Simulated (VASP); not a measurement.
A run of VASP 6.6.1:

INCAR

```
SYSTEM = CsNiN
PREC     = Accurate       ! precision mode
ENCUT    = 600            ! plane-wave cutoff, eV
EDIFF    = 1E-6           ! SCF threshold, eV
ISMEAR   = -1             ! smearing method
SIGMA    = 0.1            ! smearing width, eV
LREAL    = .False.        ! projectors in reciprocal space
LASPH    = .True.         ! aspherical terms in the spheres
NELM     = 200            ! most SCF steps
ALGO     = Normal         ! electronic algorithm
ISIF     = 2              ! what is computed and relaxed
LWAVE    = .False.        ! write WAVECAR
LCHARG   = .False.        ! write CHGCAR
ISPIN    = 2              ! spin polarisation
MAGMOM   = 0 1 0          ! initial moments
LORBIT   = 11             ! projections on sites
LMAXMIX  = 4              ! l up to which the mixer works
LDAU     = .True.         ! DFT+U
LDAUTYPE = 2            
LDAUL    = -1 2 -1        ! shell
LDAUU    = 0 4 0          ! U, eV
LDAUJ    = 0 0 0        
LDAUPRINT= 1            
GGA      = PE             ! functional
NBANDS   = 23             ! bands
GGA_COMPAT= .False.
```

Contents of KPOINTS:

```
regular mesh
0
Gamma
  7 7 10
  0 0 0
```

File POSCAR:

```
CsNiN
1.0
    5.5369660000      0.0000000000      0.0000000000
   -2.7684830000      4.7951532159      0.0000000000
    0.0000000000      0.0000000000      3.4466570000
Cs Ni N
1 1 1
Direct
    0.6666666667      0.3333333333      0.5000000000
    0.3333333333      0.6666666667      0.0000000000
    0.3333333333      0.6666666667      0.5000000000
```

Potentials or basis: VASP PAW PBE potentials, release 64 (Cs_sv, Ni, N).

The run is started by

```sh
$ cat potpaw_PBE.64/Cs_sv/POTCAR potpaw_PBE.64/Ni/POTCAR potpaw_PBE.64/N/POTCAR > POTCAR
$ mpirun -np 1 vasp_std > vasp.out
```

Hardware: 1 thread of Intel(R) Xeon(R) 6975P-C (Granite Rapids), on a shared host.

How long does it take, and how much memory?

It took 2.2 min on 1 thread of Intel(R) Xeon(R) 6975P-C (Granite Rapids) (shared host), peak memory 0.42 GiB. Counts: scf iterations 18, k points 48.
